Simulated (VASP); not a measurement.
## ZrC: single point with PBE+D3(BJ)

ZrC, a slab with vacuum:

```
Zr C
1.0
     6.60854    0.00000    0.00000
     0.00000    6.60854    0.00000
     0.00000    0.00000   20.67294
Zr C
12 12
Direct
  0.50000 0.50000 0.38698
  0.50000 0.00000 0.38698
  0.00000 0.50000 0.38698
  0.00000 0.00000 0.38698
  0.75000 0.75000 0.49721
  0.75000 0.25000 0.49721
  0.25000 0.75000 0.49721
  0.25000 0.25000 0.49721
  0.00000 0.00000 0.60626
  0.00000 0.50000 0.60626
  0.50000 0.00000 0.60626
  0.50000 0.50000 0.60626
  0.25000 0.25000 0.38698
  0.25000 0.75000 0.38698
  0.75000 0.25000 0.38698
  0.75000 0.75000 0.38698
  0.50000 0.50000 0.49675
  0.50000 0.00000 0.49675
  0.00000 0.50000 0.49675
  0.00000 0.00000 0.49675
  0.75000 0.75000 0.60936
  0.75000 0.25000 0.60936
  0.25000 0.75000 0.60936
  0.25000 0.25000 0.60936
```

```
Program             : VASP 6.6.1
Task                : single point
Functional          : PBE
Dispersion          : D3(BJ)
Potentials or basis : VASP PAW PBE potentials, release 64 (Zr_sv, C)
Cutoff              : 520 eV
k mesh              : 3 × 3 × 1
Occupations         : gaussian, width 0.1 eV
Spin                : no spin polarisation
```

```
Largest force              : 0.497 eV/Å
Band gap on the k mesh     : zero (filled and empty bands touch)
Dispersion energy per atom : -0.275 eV
```

Forces in eV/Å, atoms in the order of the input:
```
Zr   0.000  0.000  0.480
Zr   0.000  0.000  0.480
Zr   0.000  0.000  0.480
Zr   0.000  0.000  0.480
Zr   0.000  0.000 -0.003
Zr   0.000  0.000 -0.003
Zr   0.000  0.000 -0.003
Zr   0.000  0.000 -0.003
Zr   0.000  0.000  0.006
Zr   0.000  0.000  0.006
Zr   0.000  0.000  0.006
Zr   0.000  0.000  0.006
C    0.000  0.000 -0.497
C    0.000  0.000 -0.497
C    0.000  0.000 -0.497
C    0.000  0.000 -0.497
C    0.000  0.000 -0.002
C    0.000  0.000 -0.002
C    0.000  0.000 -0.002
C    0.000  0.000 -0.002
C    0.000  0.000  0.017
C    0.000  0.000  0.017
C    0.000  0.000  0.017
C    0.000  0.000  0.017
```

Levels at points of the mesh, in eV from the Fermi level:
| k point | band 94 | band 95 | band 96 | band 97 | band 98 | band 99 |
| --- | --- | --- | --- | --- | --- | --- |
| (0.00, 0.00, 0.00) | -0.06 | -0.06 | 0.03 | 0.03 | 0.41 | 0.67 |

It took 19 min on 1 thread of Intel(R) Xeon(R) Platinum 8375C CPU @ 2.90GHz (Ice Lake), with other jobs on the host, peak memory 0.84 GiB.
